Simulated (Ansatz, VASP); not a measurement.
## Cu: VASP beside Ansatz

```
Cu
1.0
     4.05685    0.00000    0.00000
    -2.02842    3.51334    0.00000
     0.00000    0.00000    2.51525
Cu
3
Direct
  0.00000 0.00000 0.00000
  0.33333 0.66667 0.50000
  0.66667 0.33333 0.50000
```

Alike in both runs: task relaxation of cell and atoms; functional PBE; k mesh 9 × 9 × 12; occupations fermi-dirac, width 0.08 eV; no spin polarisation.

|  | VASP | Ansatz |
| --- | --- | --- |
| version | VASP 6.6.1 | Ansatz 0.2.0 |
| potentials or method | VASP PAW PBE potentials, release 64 (Cu) | PAW with Ansatz's default frozen-core files, scalar-relativistic |
| plane-wave cutoff (eV) | 600 | 420 |
| valence electrons in the cell | 33 | 57 |

|  | VASP | Ansatz | Ansatz less VASP |
| --- | --- | --- | --- |
| relaxed volume (Å³/atom) | 12.23 | 12.17 | -0.053 |
| relaxed cell length with the largest relative difference (Å) | 2.476 | 2.473 | -0.0036 |

VASP's potentials hold 33 valence electrons a cell and Ansatz's 57, so a difference there can come from the potentials and not from the codes.
